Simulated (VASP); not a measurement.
# O (P2/c) in VASP: single point with HSE06

Aim: the single point of O with HSE06.

All numbers are computed with VASP 6.6.1; they aren't measurements. Logs are shortened: lines on timing, memory, paths and dates and some standing lists are left out, and cuts for length are marked.

## (1) The cell of the first run

The typed cell holds 4 atoms: a = 4.043 Å, b = 4.026 Å, c = 2.988 Å, α = 90.00°, β = 111.60°, γ = 90.00°.

## (2) Single point, HSE06

The input, POSCAR:

```
O
1.0
    4.0422515653      0.0000000000     -0.0511313397
    0.0000000000      4.0261632083      0.0000000000
   -1.0645947909      0.0000000000      2.7914438857
O
4
Direct
    0.3398634887      0.6842025571      0.6702336616
    0.6601365113      0.6842025571      0.8297663384
    0.6601365113      0.3157974429      0.3297663384
    0.3398634887      0.3157974429      0.1702336616
```

The input, INCAR.step1:

```
  ALGO = Normal
  EDIFF = 1E-5
  ENCUT = 520
  GGA = PE
  ISIF = 2
  ISMEAR = 0
  LASPH = T
  LCHARG = F
  LREAL = F
  LWAVE = T
  NBANDS = 20
  NELM = 80
  PREC = Accurate
  SIGMA = 0.01
```

The input, INCAR.step2:

```
  ALGO = Normal
  EDIFF = 1E-7
  ENCUT = 520
  GGA = PE
  HFSCREEN = 0.2079
  ISIF = 2
  ISMEAR = 0
  ISTART = 1
  LASPH = T
  LCHARG = F
  LHFCALC = T
  LREAL = F
  LWAVE = F
  NBANDS = 20
  NELM = 80
  PREC = Accurate
  PRECFOCK = Normal
  SIGMA = 0.01
```

The input, KPOINTS:

```
k-points
0
Gamma
  4 4 4
```

Potentials or basis: VASP PAW PBE potentials, release 64 (O).

Command:

```bash
$ cat potpaw_PBE.64/O/POTCAR > POTCAR
$ cp INCAR.step1 INCAR
$ mpirun -np 1 vasp_std > vasp.out
$ cp INCAR.step2 INCAR
$ mpirun -np 1 vasp_std > vasp.out
```

OUTCAR:

```text
EDIFF = 1E-7
   ENCUT = 520
   GGA = PE
   HFSCREEN = 0.2079
   ISIF = 2
   ISMEAR = 0
   ISTART = 1
   LASPH = T
   LHFCALC = T
   LREAL = F
   NELM = 80
   PREC = Accurate
   PRECFOCK = Normal

 ion  position               nearest neighbor table
   1  0.340  0.684  0.670-   2 1.20
   2  0.660  0.684  0.830-   1 1.20
   3  0.660  0.316  0.330-   4 1.20
   4  0.340  0.316  0.170-   3 1.20

  LATTYP: Found a simple monoclinic cell.
 ALAT       =     2.9875610514
 B/A-ratio  =     1.3476421533
 C/A-ratio  =     1.3531355071
 COS(beta)  =    -0.3681318586

  Lattice vectors:

 A1 = (  -1.0645947909,   0.0000000000,   2.7914438857)
 A2 = (   0.0000000000,  -4.0261632083,   0.0000000000)
 A3 = (   4.0422515653,   0.0000000000,  -0.0511313397)

Analysis of symmetry for initial positions (statically):
=====================================================================
 Subroutine PRICEL returns:
 Original cell was already a primitive cell.

 Routine SETGRP: Setting up the symmetry group for a
 simple monoclinic supercell.

 Subroutine GETGRP returns: Found  4 space group operations
 (whereof  2 operations were pure point group operations)
 out of a pool of  4 trial point group operations.

The static configuration has the point symmetry S_2 .
 The point group associated with its full space group is C_2h.

Analysis of symmetry for dynamics (positions and initial velocities):
=====================================================================
 Subroutine PRICEL returns:
 Original cell was already a primitive cell.

 Routine SETGRP: Setting up the symmetry group for a
 simple monoclinic supercell.

 Subroutine GETGRP returns: Found  4 space group operations
 (whereof  2 operations were pure point group operations)
 out of a pool of  4 trial point group operations.

The dynamic configuration has the point symmetry S_2 .
 The point group associated with its full space group is C_2h.

 Subroutine INISYM returns: Found  4 space group operations
 (whereof  2 operations are pure point group operations),
 and found     1 'primitive' translations

----------------------------------------------------------------------------------------

                                     Primitive cell

  volume of cell :      45.2109

  direct lattice vectors                    reciprocal lattice vectors
     4.042251565  0.000000000 -0.051131340     0.248586092  0.000000000  0.094805222
     0.000000000  4.026163208  0.000000000     0.000000000  0.248375426  0.000000000
    -1.064594791  0.000000000  2.791443886     0.004553393  0.000000000  0.359974106

  length of vectors
     4.042574938  4.026163208  2.987561051     0.266050888  0.248375426  0.360002904

  position of ions in fractional coordinates (direct lattice)
     0.339863489  0.684202557  0.670233662
     0.660136511  0.684202557  0.829766338
     0.660136511  0.315797443  0.329766338
     0.339863489  0.315797443  0.170233662

  ion indices of the primitive-cell ions
   primitive index   ion index
                 1           1
                 2           2
                 3           3
                 4           4

----------------------------------------------------------------------------------------

 KPOINTS: k-points

Automatic generation of k-mesh.
 Grid dimensions read from file:
 generate k-points for:    4    4    4

 Generating k-lattice:

  Cartesian coordinates                     Fractional coordinates (reciprocal lattice)
     0.062146523  0.000000000  0.023701306     0.250000000  0.000000000  0.000000000
     0.000000000  0.062093856  0.000000000     0.000000000  0.250000000  0.000000000
     0.001138348  0.000000000  0.089993527    -0.000000000  0.000000000  0.250000000

  Length of vectors
     0.066512722  0.062093856  0.090000726

  Shift w.r.t. Gamma in fractional coordinates (k-lattice)
     0.000000000  0.000000000  0.000000000

 Subroutine IBZKPT returns following result:
 ===========================================

 Found     30 irreducible k-points:

 Following reciprocal coordinates:
            Coordinates               Weight
  0.000000  0.000000  0.000000      1.000000
  0.250000  0.000000 -0.000000      2.000000
  0.500000  0.000000 -0.000000      1.000000
  0.000000  0.250000  0.000000      2.000000
  0.250000  0.250000 -0.000000      4.000000
  0.500000  0.250000 -0.000000      2.000000
[... 16 lines left out ...]
  0.250000  0.000000  0.500000      2.000000
  0.500000  0.000000  0.500000      1.000000
 [... further k-points ...]
   k-points           NKPTS =     30   k-points in BZ     NKDIM =     64   number of bands    NBANDS=     20
   number of dos      NEDOS =    301   number of ions     NIONS =      4
   total plane-waves  NPLWV =  21600
   dimension x,y,z NGX =    30 NGY =   30 NGZ =   24
   dimension x,y,z NGXF=    60 NGYF=   60 NGZF=   48
   ions per type =               4
   NGX,Y,Z   is equivalent  to a cutoff of  12.34, 12.39, 13.36 a.u.
   NGXF,Y,Z  is equivalent  to a cutoff of  24.67, 24.77, 26.71 a.u.
 SYSTEM =  unknown system
   PREC   = accura    normal or accurate (medium, high low for compatibility)
   ISTART =      1    job   : 0-new  1-cont  2-samecut
   ICHARG =      0    charge: 1-file 2-atom 10-const
   ISPIN  =      1    spin polarized calculation?
   LNONCOLLINEAR =      F non collinear calculations
   LSORBIT =      F    spin-orbit coupling
   LASPH  =      T    aspherical Exc in radial PAW
   ENCUT  =  520.0 eV  38.22 Ry    6.18 a.u.   7.52  7.49  5.55*2*pi/ulx,y,z
   NELM   =     80;   NELMIN=  2; NELMDL=  0     # of ELM steps
   EDIFF  = 0.1E-06   stopping-criterion for ELM
   LREAL  =      F    real-space projection
   EDIFFG = 0.1E-05   stopping-criterion for IOM
   NSW    =      0    number of steps for IOM
   IBRION =     -1    ionic relax: 0-MD 1-quasi-New 2-CG
   NFREE  =      0    steps in history (QN), initial steepest desc. (CG)
   ISIF   =      2    stress and relaxation
   ISYM   =      3    0-nonsym 1-usesym 2-fastsym
   POTIM  = 0.5000    time-step for ionic-motion
   TEBEG  =    0.0;   TEEND  =   0.0 temperature during run
   PSTRESS=    0.0 pullay stress
   NELECT =      24.0000    total number of electrons
   NUPDOWN=      -1.0000    fix difference up-down
   EMIN   =  10.00;   EMAX   =-10.00  energy-range for DOS
   EFERMI =   0.00;   METHOD = LEGACY
   ISMEAR =     0;   SIGMA  =   0.01  broadening in eV -4-tet -1-fermi 0-gaus
   EFERMI_NEDOS =   21; number of points for ismear=-14 and -15
   IALGO  =     38    algorithm
   IMIX   =      1    mixing-type and parameters
     AMIX     =   0.40;   BMIX     =  1.00
     AMIX_MAG =   1.60;   BMIX_MAG =  1.00
  volume/ion in A,a.u.               =      11.30        76.27
  Fermi-wavevector in a.u.,A,eV,Ry     =   1.325554  2.504934 23.906707  1.757093
  Thomas-Fermi vector in A             =   2.455006
   LORBIT       =      0    0 simple, 1 ext, 2 COOP (PROOUT), +10 PAW based schemes
   GGA     = PE    functional components
   LHFCALC =     T    Hartree Fock is set to
   PRECFOCK=normal    Normal, Fast or Accurate (Low or Medium for compatibility)
   ENCUT4O =  -1.0   cutoff for four orbital integrals eV
   NKREDX  =     1    reduce k-point grid by
   NKREDY  =     1    reduce k-point grid by
   NKREDZ  =     1    reduce k-point grid by
   AEXX    =    0.2500 exact exchange contribution
   HFSCREEN=    0.2079 screening length (either q_TF or 0.3 A-1)
   HFSCREENC=   0.2079 screening length for correlation (either q_TF or 0.3 A-1)
   ENCUTFOCK=  -1.0 apply spherical cutoff to Coloumb kernel
   IVDW    =     0    specifies the selected vdW correction
   LEPSILON=     F    determine dielectric tensor
   LRPA    =     F    only Hartree local field effects (RPA)
 non-spin polarized calculation
 Gauss-broadening in eV      SIGMA  =   0.01
  energy-cutoff  :      520.00
  volume of cell :       45.21
 maximum number of plane-waves:      1236
  NGX = 24; NGY = 24; NGZ = 18

 number of electron      23.9999993 magnetization

 Free energy of the ion-electron system (eV)
  ---------------------------------------------------
  ext. energy  EPLUGINS =         0.00000000
  ---------------------------------------------------
  free energy    TOTEN  =       -26.16438693 eV

  energy without entropy =      -26.16438693  energy(sigma->0) =      -26.16438693

 E-fermi :  -0.6017     XC(G=0):  -7.6595

 val. band max:       -0.7198735439   @ k =   0.0000   0.5000   0.0000
 cond. band min:       0.9853100020   @ k =   0.5000   0.5000  -0.0000
 fundamental gap:      1.7051835459
 Fermi energy:        -0.6016825398

 k-point     1 :       0.0000    0.0000    0.0000
  band No.  band energies     occupation
      1     -30.8131      2.00000
      2     -28.8995      2.00000
      3     -17.0552      2.00000
      4     -14.6606      2.00000
      5     -10.5912      2.00000
      6      -9.6575      2.00000
[... 12 lines left out ...]
     19      14.1331      0.00000
     20      17.0260      0.00000

 k-point     2 :       0.2500    0.0000   -0.0000
  band No.  band energies     occupation
      1     -30.7866      2.00000
      2     -28.8927      2.00000
      3     -17.4489      2.00000
      4     -14.7842      2.00000
      5     -10.1930      2.00000
      6      -9.2756      2.00000
[... 12 lines left out ...]
     19      14.1864      0.00000
     20      18.4230      0.00000

 k-point     3 :       0.5000    0.0000   -0.0000
  band No.  band energies     occupation
      1     -30.7595      2.00000
      2     -28.8858      2.00000
      3     -17.7911      2.00000
      4     -14.9011      2.00000
      5      -9.9868      2.00000
      6      -9.3386      2.00000
[... 12 lines left out ...]
     19      13.9438      0.00000
     20      19.2403      0.00000

 k-point     4 :       0.0000    0.2500    0.0000
  band No.  band energies     occupation
      1     -30.7571      2.00000
      2     -28.9727      2.00000
      3     -16.9816      2.00000
      4     -14.7720      2.00000
      5     -10.5393      2.00000
      6      -9.4241      2.00000
[... 429 lines left out ...]
 k-point    23 :       0.2500    0.0000    0.5000
  band No.  band energies     occupation
      1     -29.7772      2.00000
      2     -29.7554      2.00000
      3     -16.1811      2.00000
      4     -15.8377      2.00000
      5     -10.5866      2.00000
      6     -10.2874      2.00000
[... 12 lines left out ...]
     19      16.3165      0.00000
     20      16.8959      0.00000

 k-point    24 :       0.5000    0.0000    0.5000
  band No.  band energies     occupation
      1     -29.7663      2.00000
      2     -29.7663      2.00000
      3     -16.0187      2.00000
      4     -16.0187      2.00000
      5     -10.4054      2.00000
      6     -10.4054      2.00000
[... 12 lines left out ...]
     19      16.5626      0.00000
     20      16.5626      0.00000

 [... further k-points ...]

------------------------ aborting loop because EDIFF is reached ----------------------------------------

  FORCE on cell =-STRESS in cart. coord.  units (eV):
  Direction    XX          YY          ZZ          XY          YZ          ZX
  --------------------------------------------------------------------------------------
  -------------------------------------------------------------------------------------
  Total        1.1397083     -0.3001136      0.0760782      0.0000000      0.0000000      0.4726603
  in kB       40.3887884    -10.6353753      2.6960461      0.0000000      0.0000000     16.7500541
  external PRESSURE =      10.8164864 kB  Pullay stress =       0.0000000 kB

 VOLUME and BASIS-vectors are now :
 -----------------------------------------------------------------------------
  energy-cutoff  :      520.00
  volume of cell :       45.21
      direct lattice vectors                 reciprocal lattice vectors
     4.042251565  0.000000000 -0.051131340     0.248586092  0.000000000  0.094805222
     0.000000000  4.026163208  0.000000000     0.000000000  0.248375426  0.000000000
    -1.064594791  0.000000000  2.791443886     0.004553393  0.000000000  0.359974106

 POSITION                                       TOTAL-FORCE (eV/Angst)
 -----------------------------------------------------------------------------------
      0.66029      2.75471      1.85354        -0.226614     -0.348480     -0.086739
      1.78507      2.75471      2.28249         0.226614     -0.348480      0.086739
      2.31737      1.27145      0.88677         0.226614      0.348480      0.086739
      1.19258      1.27145      0.45782        -0.226614      0.348480     -0.086739
 -----------------------------------------------------------------------------------
    total drift:                                0.000000     -0.000000     -0.000000

  FREE ENERGIE OF THE ION-ELECTRON SYSTEM (eV)
  ---------------------------------------------------
  free  energy   TOTEN  =       -26.1643869321 eV

  energy  without entropy=      -26.1643869321  energy(sigma->0) =      -26.16438693
```

It took 47 min on 1 thread of Intel Xeon 8259CL, shared host; peak memory 0.27 GiB.

Results:

* Free energy: -26.1644 eV
* Pressure: 1.1 GPa
* Largest force: 0.425 eV/Å
* Band gap on the k mesh: 1.71 eV (least direct gap 1.75 eV)

Forces on the atoms (eV/Å):
```
O   -0.227 -0.348 -0.087
O    0.227 -0.348  0.087
O    0.227  0.348  0.087
O   -0.227  0.348 -0.087
```

Caveat: the k points lie up to 0.57 Å⁻¹ apart; the standard files for N, O and F lose accuracy on very short bonds; spin is off for a triplet molecule; this functional lacks dispersion, which holds the molecules together, so the pressure and a relaxed volume are unreliable; the PAW data sets were made with another functional, which shifts forces and pressure a little.
